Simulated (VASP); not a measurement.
Te, 3 atoms in the cell. It takes space group P3_121 (No. 152, trigonal). Conventional cell: a = 4.320 Å, b = 4.320 Å, c = 5.944 Å, α = 90.00°, β = 90.00°, γ = 120.00°. Within 3.8 Å of Te (site symmetry 2) lie 6 Te at 2.91 to 3.34 Å. 

| Item | Value |
| --- | --- |
| Program | VASP 6.6.1 |
| Task | single point |
| Functional | r2SCAN |
| Potentials or basis | VASP PAW PBE potentials, release 64 (Te) |
| Cutoff | 520 eV |
| k mesh | 8 × 8 × 5 |
| Occupations | fermi-dirac, width 0.05 eV |
| Spin | no spin polarisation |
| Dipole correction | no |
| Further INCAR settings | ALGO = Normal; EDIFF = 1e-06; NBANDS = 16 |

Potentials or basis: VASP PAW PBE potentials, release 64 (Te).

The run is started by

```console
$ cat potpaw_PBE.64/Te/POTCAR > POTCAR
$ cp INCAR.step1 INCAR
$ mpirun -np 1 vasp_std > vasp.out
$ cp INCAR.step2 INCAR
$ mpirun -np 1 vasp_std > vasp.out
```

Hardware: 1 thread of Intel(R) Xeon(R) Platinum 8488C (Sapphire Rapids), with other jobs on the host.

Question: Estimate the wall time of this run.

Answer: Wall time 2.3 min on 1 thread of Intel(R) Xeon(R) Platinum 8488C (Sapphire Rapids), with other jobs on the host, peak memory 0.25 GiB. Counts: k points 40.
